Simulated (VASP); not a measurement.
# Mg7CoO8 (a cell with a defect) in VASP: single point with LDA+U

Aim: the single point of Mg7CoO8 (a cell with a defect) with LDA+U.

Program: VASP 6.6.1. These are calculated values, not measurements. Logs are shortened: lines on timing, memory, paths and dates and some standing lists are left out, and cuts for length are marked.

## Step 1: The cell of the first run

The cell holds a defect, 16 atoms: a = 6.149 Å, b = 6.149 Å, c = 6.149 Å, α = 60.00°, β = 60.00°, γ = 60.00°.

## Step 2: Single point, LDA+U

INCAR

```
SYSTEM = Mg7CoO8
ALGO = Normal
EDIFF = 1E-6
ENCUT = 520
ISIF = 2
ISMEAR = 0
LASPH = .True.
LCHARG = .False.
LDAU = .True.
LDAUJ = 0 0 0
LDAUL = -1 2 -1
LDAUPRINT = 1
LDAUTYPE = 2
LDAUU = 0 3.2 0
LMAXMIX = 4
LREAL = Auto
LWAVE = .False.
NBANDS = 50
NELM = 150
PREC = Accurate
SIGMA = 0.01
```

KPOINTS

```
k-points
0
Gamma
  2 2 2
  0 0 0
```

POSCAR

```
Mg7CoO8
1.0
    0.0000000000      4.3481000000      4.3481000000
    4.3481000000      0.0000000000      4.3481000000
    4.3481000000      4.3481000000      0.0000000000
Mg Co O
7 1 8
Direct
    0.9878010300      0.0057530400      0.9997875400
    0.0118038800      0.9804527600      0.5056642300
    0.9940867800      0.4995929100      0.5018981300
    0.4854816700      0.0118115900      0.0032462600
    0.5000057000      0.0016869000      0.4901239900
    0.4926855500      0.5014766500      0.9922720000
    0.5042112800      0.4837419100      0.5051861700
    0.9925552600      0.4956245300      0.0071453000
    0.2465326700      0.2464134700      0.2544617500
    0.2505876800      0.2420425700      0.7473136800
    0.2398825400      0.7674873200      0.2447471300
    0.2519085200      0.7454308000      0.7508721200
    0.7450322800      0.2540688200      0.2419650800
    0.7568658400      0.2451120500      0.7499844900
    0.7513899700      0.7565027500      0.2479999100
    0.7497856600      0.7444421100      0.7378618100
```

Potentials or basis: VASP PAW LDA potentials, release 64 (Mg, Co, O).

The run is started by

```sh
> cat potpaw_LDA.64/Mg/POTCAR potpaw_LDA.64/Co/POTCAR potpaw_LDA.64/O/POTCAR > POTCAR
> mpirun -np 1 vasp_std > vasp.out
```

OUTCAR:

```text
SYSTEM = Mg7CoO8
   EDIFF = 1E-6
   ENCUT = 520
   ISIF = 2
   ISMEAR = 0
   LASPH = .True.
   LREAL = Auto
   NELM = 150
   PREC = Accurate

 ion  position               nearest neighbor table
   1  0.988  0.006  1.000-  14 2.09  15 2.11  13 2.13  11 2.16  10 2.17  12 2.22   5 3.01   2 3.05
                             6 3.05   3 3.05   8 3.05   4 3.06   4 3.09   8 3.10   3 3.10   6 3.10
   2  0.012  0.980  0.506-  11 2.07  12 2.11  16 2.17   9 2.18  14 2.21  13 2.31   4 3.01   5 3.02
                             3 3.02   8 3.03   7 3.04   1 3.05   7 3.11   1 3.11   8 3.12   3 3.13
   3  0.994  0.500  0.502-  16 2.09  14 2.14  15 2.16   9 2.18  10 2.18  11 2.23   2 3.02   1 3.05
                             6 3.05   7 3.05   8 3.06   5 3.06   5 3.09   8 3.09   7 3.10   1 3.10
   4  0.485  0.012  0.003-   9 2.11  11 2.13  10 2.14  14 2.20  15 2.22  16 2.32   7 2.98   6 3.00
                             8 3.00   2 3.01   5 3.01   1 3.06   1 3.09   5 3.14   8 3.15   6 3.15
   5  0.500  0.002  0.490-  15 2.12   9 2.13  13 2.16  16 2.16  10 2.16  12 2.19   1 3.01   4 3.01
                             2 3.02   7 3.02   3 3.06   6 3.07   6 3.08   3 3.09   7 3.13   2 3.13
   6  0.493  0.501  0.992-  12 2.10  14 2.17  16 2.17   9 2.18  13 2.18  11 2.26   4 3.00   7 3.02
                             1 3.05   8 3.05   3 3.05   5 3.07   5 3.08   3 3.10   8 3.10   1 3.10
   7  0.504  0.484  0.505-  13 2.15  10 2.15  14 2.16  12 2.21  15 2.26  11 2.29   4 2.98   6 3.02
                             5 3.02   8 3.03   2 3.04   3 3.05   3 3.10   2 3.11   8 3.12   5 3.13
   8  0.993  0.496  0.007-  13 2.13   9 2.18  15 2.18  12 2.21  16 2.23  10 2.23   4 3.00   7 3.03
                             2 3.03   6 3.05   1 3.05   3 3.06   3 3.09   1 3.10   6 3.10   7 3.12
   9  0.247  0.246  0.254-   4 2.11   5 2.13   3 2.18   2 2.18   8 2.18   6 2.18
  10  0.251  0.242  0.747-   4 2.14   7 2.15   5 2.16   1 2.17   3 2.18   8 2.23
  11  0.240  0.767  0.245-   2 2.07   4 2.13   1 2.16   3 2.23   6 2.26   7 2.29
  12  0.252  0.745  0.751-   6 2.10   2 2.11   5 2.19   7 2.21   8 2.21   1 2.22
  13  0.745  0.254  0.242-   8 2.13   1 2.13   7 2.15   5 2.16   6 2.18   2 2.31
  14  0.757  0.245  0.750-   1 2.09   3 2.14   7 2.16   6 2.17   4 2.20   2 2.21
  15  0.751  0.757  0.248-   1 2.11   5 2.12   3 2.16   8 2.18   4 2.22   7 2.26
  16  0.750  0.744  0.738-   3 2.09   5 2.16   2 2.17   6 2.17   8 2.23   4 2.32

  LATTYP: Found a face centered cubic cell.
 ALAT       =     8.6962000000

  Lattice vectors:

 A1 = (   0.0000000000,   4.3481000000,   4.3481000000)
 A2 = (   4.3481000000,   0.0000000000,   4.3481000000)
 A3 = (   4.3481000000,   4.3481000000,   0.0000000000)

Analysis of symmetry for initial positions (statically):
=====================================================================
 Subroutine PRICEL returns:
 Original cell was already a primitive cell.

 Routine SETGRP: Setting up the symmetry group for a
 face centered cubic supercell.

 Subroutine GETGRP returns: Found  1 space group operations
 (whereof  1 operations were pure point group operations)
 out of a pool of 48 trial point group operations.

The static configuration has the point symmetry C_1 .

Analysis of symmetry for dynamics (positions and initial velocities):
=====================================================================
 Subroutine PRICEL returns:
 Original cell was already a primitive cell.

 Routine SETGRP: Setting up the symmetry group for a
 face centered cubic supercell.

 Subroutine GETGRP returns: Found  1 space group operations
 (whereof  1 operations were pure point group operations)
 out of a pool of 48 trial point group operations.

The dynamic configuration has the point symmetry C_1 .

 Subroutine INISYM returns: Found  1 space group operations
 (whereof  1 operations are pure point group operations),
 and found     1 'primitive' translations

----------------------------------------------------------------------------------------

                                     Primitive cell

  volume of cell :     164.4101

  direct lattice vectors                    reciprocal lattice vectors
     0.000000000  4.348100000  4.348100000    -0.114992755  0.114992755  0.114992755
     4.348100000  0.000000000  4.348100000     0.114992755 -0.114992755  0.114992755
     4.348100000  4.348100000  0.000000000     0.114992755  0.114992755 -0.114992755

  length of vectors
[... 102 lines left out ...]
   TEBEG  =    0.0;   TEEND  =   0.0 temperature during run
   PSTRESS=    0.0 pullay stress
   NELECT =      71.0000    total number of electrons
   NUPDOWN=      -1.0000    fix difference up-down
   EMIN   =  10.00;   EMAX   =-10.00  energy-range for DOS
   EFERMI =   0.00;   METHOD = LEGACY
   ISMEAR =     0;   SIGMA  =   0.01  broadening in eV -4-tet -1-fermi 0-gaus
   EFERMI_NEDOS =   21; number of points for ismear=-14 and -15
   IALGO  =     38    algorithm
   IMIX   =      4    mixing-type and parameters
     AMIX     =   0.40;   BMIX     =  1.00
     AMIX_MAG =   1.60;   BMIX_MAG =  1.00
  volume/ion in A,a.u.               =      10.28        69.34
  Fermi-wavevector in a.u.,A,eV,Ry     =   1.237423  2.338390 20.833445  1.531215
  Thomas-Fermi vector in A             =   2.371990
   LORBIT       =      0    0 simple, 1 ext, 2 COOP (PROOUT), +10 PAW based schemes
 LDA+U is selected, type is set to LDAUTYPE =  2
   angular momentum for each species LDAUL =    -1    2   -1
   U (eV)           for each species LDAUU =   0.0  3.2  0.0
   J (eV)           for each species LDAUJ =   0.0  0.0  0.0
   GGA     = CA    functional components
   LHFCALC =     F    Hartree Fock is set to
   AEXX    =    0.0000 exact exchange contribution
   IVDW    =     0    specifies the selected vdW correction
   LEPSILON=     F    determine dielectric tensor
   LRPA    =     F    only Hartree local field effects (RPA)
 non-spin polarized calculation
 Gauss-broadening in eV      SIGMA  =   0.01
  energy-cutoff  :      520.00
  volume of cell :      164.41
 maximum number of plane-waves:      4477
 NGX is ok and might be reduce to    48
   NGX = 23   NGY = 23   NGZ = 23

atom =   8  type =  2  l = 2

 onsite density matrix

spin component  1

  0.9478  0.0004  0.0038  0.0003  0.0082
  0.0004  0.9503 -0.0115  0.0002 -0.0022
  0.0038 -0.0115  0.3557  0.0060 -0.0069
  0.0003  0.0002  0.0060  0.9502 -0.0069
  0.0082 -0.0022 -0.0069 -0.0069  0.4701

spin component  2

  0.9478  0.0004  0.0038  0.0003  0.0082
  0.0004  0.9503 -0.0115  0.0002 -0.0022
  0.0038 -0.0115  0.3557  0.0060 -0.0069
  0.0003  0.0002  0.0060  0.9502 -0.0069
  0.0082 -0.0022 -0.0069 -0.0069  0.4701

 occupancies and eigenvectors

  o =  0.3550  v =  0.0072 -0.0195 -0.9980  0.0094 -0.0598  0.0000  0.0000  0.0000  0.0000  0.0000      0.0000  0.0000  0.0000  0.0000  0.0000  0.0000  0.0000  0.0000  0.0000  0.0000
  o =  0.3550  v =  0.0000  0.0000  0.0000  0.0000  0.0000  0.0072 -0.0195 -0.9980  0.0094 -0.0598      0.0000  0.0000  0.0000  0.0000  0.0000  0.0000  0.0000  0.0000  0.0000  0.0000
  o =  0.4703  v = -0.0168  0.0031 -0.0598  0.0152  0.9979  0.0000  0.0000  0.0000  0.0000  0.0000      0.0000  0.0000  0.0000  0.0000  0.0000  0.0000  0.0000  0.0000  0.0000  0.0000
  o =  0.4703  v =  0.0000  0.0000  0.0000  0.0000  0.0000 -0.0168  0.0031 -0.0598  0.0152  0.9979      0.0000  0.0000  0.0000  0.0000  0.0000  0.0000  0.0000  0.0000  0.0000  0.0000
  o =  0.9479  v =  0.9930 -0.0900  0.0071 -0.0736  0.0185  0.0000  0.0000  0.0000  0.0000  0.0000      0.0000  0.0000  0.0000  0.0000  0.0000  0.0000  0.0000  0.0000  0.0000  0.0000
  o =  0.9479  v =  0.0000  0.0000  0.0000  0.0000  0.0000  0.9930 -0.0900  0.0071 -0.0736  0.0185      0.0000  0.0000  0.0000  0.0000  0.0000  0.0000  0.0000  0.0000  0.0000  0.0000
  o =  0.9503  v =  0.0000  0.0000  0.0000  0.0000  0.0000  0.0333 -0.3868  0.0172  0.9213 -0.0112      0.0000  0.0000  0.0000  0.0000  0.0000  0.0000  0.0000  0.0000  0.0000  0.0000
  o =  0.9503  v =  0.0333 -0.3868  0.0172  0.9213 -0.0112  0.0000  0.0000  0.0000  0.0000  0.0000      0.0000  0.0000  0.0000  0.0000  0.0000  0.0000  0.0000  0.0000  0.0000  0.0000
  o =  0.9506  v =  0.0000  0.0000  0.0000  0.0000  0.0000  0.1117  0.9175 -0.0131  0.3813 -0.0076      0.0000  0.0000  0.0000  0.0000  0.0000  0.0000  0.0000  0.0000  0.0000  0.0000
  o =  0.9506  v =  0.1117  0.9175 -0.0131  0.3813 -0.0076  0.0000  0.0000  0.0000  0.0000  0.0000      0.0000  0.0000  0.0000  0.0000  0.0000  0.0000  0.0000  0.0000  0.0000  0.0000

 number of electron      71.0000002 magnetization

 Free energy of the ion-electron system (eV)
  ---------------------------------------------------
  ext. energy  EPLUGINS =         0.00000000
  ---------------------------------------------------
  free energy    TOTEN  =      -104.53075979 eV

  energy without entropy =     -104.52936152  energy(sigma->0) =     -104.53006066

 E-fermi :   5.2834     XC(G=0): -11.3095

 val. band max:        5.2821285060   @ k =   0.5000   0.5000   0.5000
 cond. band min:       5.2846079226   @ k =   0.0000   0.0000   0.5000
 fundamental gap:      0.0024794166
 Fermi energy:         5.2833539644

 k-point     1 :       0.0000    0.0000    0.0000
  band No.  band energies     occupation
      1     -14.1852      2.00000
      2     -13.1518      2.00000
      3     -13.1370      2.00000
      4     -13.0589      2.00000
      5     -13.0200      2.00000
      6     -12.8952      2.00000
[... 389 lines left out ...]
     46      13.0965      0.00000
     47      13.1978      0.00000
 [bands above 47 left out]

------------------------ aborting loop because EDIFF is reached ----------------------------------------

  FORCE on cell =-STRESS in cart. coord.  units (eV):
  Direction    XX          YY          ZZ          XY          YZ          ZX
  --------------------------------------------------------------------------------------
  -------------------------------------------------------------------------------------
  Total      -20.8905958    -21.2536186    -22.6558866      0.1015257     -0.0636705      0.0196844
  in kB     -203.5789372   -207.1165955   -220.7817027      0.9893684     -0.6204688      0.1918249
  external PRESSURE =    -210.4924118 kB  Pullay stress =       0.0000000 kB

 VOLUME and BASIS-vectors are now :
 -----------------------------------------------------------------------------
  energy-cutoff  :      520.00
  volume of cell :      164.41
      direct lattice vectors                 reciprocal lattice vectors
     0.000000000  4.348100000  4.348100000    -0.114992755  0.114992755  0.114992755
     4.348100000  0.000000000  4.348100000     0.114992755 -0.114992755  0.114992755
     4.348100000  4.348100000  0.000000000     0.114992755  0.114992755 -0.114992755

 POSITION                                       TOTAL-FORCE (eV/Angst)
 -----------------------------------------------------------------------------------
      4.37219      8.64223      4.32007        -0.166287      0.428278      0.211664
      6.46179      2.25000      4.31443         0.206344     -0.351580     -0.125334
      4.35458      6.50469      6.49467        -0.062287      0.006607      0.186367
      0.06547      2.12504      2.16228        -0.569346      0.116872     -0.308248
      2.13844      4.30518      2.18141         0.173011      0.369353     -0.137078
      6.49497      6.45674      4.32272         0.392132      0.193869      0.342563
[... 8 lines left out ...]
      4.36768      4.34545      6.55647        -0.451835     -0.152319     -0.446650
      6.44521      6.46844      6.49705         0.420050      0.526699      0.095740
 -----------------------------------------------------------------------------------
    total drift:                               -0.005682      0.008752     -0.006296

  FREE ENERGIE OF THE ION-ELECTRON SYSTEM (eV)
  ---------------------------------------------------
  free  energy   TOTEN  =      -104.5307597919 eV

  energy  without entropy=     -104.5293615241  energy(sigma->0) =     -104.53006066
```

Wall time 91 s (1 thread of Intel Xeon 6975P-C (Granite Rapids), shared host); peak memory 0.28 GiB.

Results:

```yaml
Free_energy: -104.5308 eV
Pressure: -21.0 GPa
Largest_force: 0.680 eV/Å
```

Forces on the atoms (eV/Å):
```
Mg  -0.166  0.428  0.212
Mg   0.206 -0.352 -0.125
Mg  -0.062  0.007  0.186
Mg  -0.569  0.117 -0.308
Mg   0.173  0.369 -0.137
Mg   0.392  0.194  0.343
Mg   0.051 -0.377  0.283
Co  -0.120 -0.272  0.140
O    0.038 -0.364  0.193
O    0.395 -0.050  0.355
O   -0.443  0.450 -0.246
O   -0.186 -0.099 -0.636
O    0.331  0.081  0.471
O   -0.008 -0.508 -0.379
O   -0.452 -0.152 -0.447
O    0.420  0.527  0.096
```

Levels at points of the mesh, in eV from the Fermi level:
```csv
k point,band 31,band 32,band 33,band 34,band 35,band 36,band 37,band 38,band 39,band 40
"(0.00, 0.00, 0.00)",-2.91,-2.89,-2.32,-2.29,-2.17,0.17,0.25,0.88,4.33,4.33
"(0.50, 0.00, 0.00)",-3.20,-3.17,-2.26,-2.18,-2.07,0.03,0.09,3.25,3.26,5.79
"(0.00, 0.50, 0.00)",-3.19,-3.15,-2.26,-2.19,-2.07,0.02,0.09,3.19,3.33,5.78
"(0.00, 0.00, 0.50)",-3.21,-3.17,-2.27,-2.18,-2.06,0.00,0.11,3.24,3.27,5.75
"(0.50, 0.50, 0.50)",-3.20,-3.16,-2.28,-2.17,-2.06,0.00,0.08,3.18,3.35,5.81
"(0.50, 0.50, 0.00)",-3.37,-3.37,-2.24,-2.08,-2.06,-0.32,0.17,4.08,4.20,5.51
"(0.00, 0.50, 0.50)",-3.37,-3.34,-2.41,-2.07,-1.94,-0.37,0.24,4.10,4.13,5.48
"(0.50, 0.00, 0.50)",-3.41,-3.31,-2.39,-2.09,-1.93,-0.37,0.23,4.11,4.13,5.42
```

Eigenvalues of the final occupation matrices:
| site | spin | trace | eigenvalues |
| --- | --- | --- | --- |
| site 8 d | 1 | 3.67 | 0.35 0.47 0.95 0.95 0.95 |
| site 8 d | 2 | 3.67 | 0.35 0.47 0.95 0.95 0.95 |

Caveat: the k points lie up to 0.63 Å⁻¹ apart; an odd number of electrons without spin polarisation forces a metal; a magnetic or distorted state may lie lower; the run has no spin polarisation, though such a crystal can be magnetic; U without spin polarisation on a metal has little footing.
